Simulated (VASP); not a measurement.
Ba: single point with LDA

The system is Ba.

```xyz
1
Lattice="3.9290 -0.2068 -0.2068 -0.2068 3.9290 -0.2068 -0.2068 -0.2068 3.9290" Properties=species:S:1:pos:R:3 pbc="T T T"
Ba    0.0000    0.0000    0.0000
```

This cell differs from its parent crystal: ratio of the length along [111] to the lengths across it x 0.85, volume and fractional coordinates fixed.

- Program: VASP 6.6.1
- Task: single point
- Functional: LDA
- Potentials or basis: VASP PAW LDA potentials, release 64 (Ba_sv)
- Cutoff: 520 eV
- k mesh: 14 × 14 × 14
- Occupations: gaussian, width 0.15 eV
- Spin: no spin polarisation
- Dipole correction: no
- Further INCAR settings: ALGO = Fast; EDIFF = 1e-06; NBANDS = 11

| Quantity | Value |
| --- | --- |
| Pressure | -1.0 GPa |
| Band gap on the k mesh | zero (bands 5 and 6 overlap by 0.41 eV) |

Stress tensor (GPa, compression positive):
```
-1.02 -0.47 -0.47
-0.47 -1.02 -0.47
-0.47 -0.47 -1.02
```

Levels at points of the mesh, in eV from the Fermi level:
```tsv
k point	band 1	band 2	band 3	band 4	band 5	band 6	band 7	band 8	band 9	band 10
(0.00, 0.00, 0.00)	-28.98	-13.85	-13.80	-13.80	-2.60	0.09	0.09	4.56	4.83	4.83
(0.50, 0.00, 0.00)	-28.92	-14.57	-13.77	-13.74	-0.79	0.52	0.97	2.78	2.98	5.02
(0.50, 0.50, 0.00)	-28.86	-14.53	-14.39	-13.69	-0.96	0.53	3.00	3.06	3.41	4.09
(0.50, 0.50, 0.50)	-28.80	-14.42	-14.42	-14.23	-0.30	-0.30	0.70	4.08	6.20	6.20
```

It took 68 s on 1 thread of AMD EPYC 9R45 96-Core Processor (Zen 5), with other jobs on the host, peak memory 0.26 GiB.

Caveat: spin-orbit coupling is left out, which moves the levels of the heavy elements.
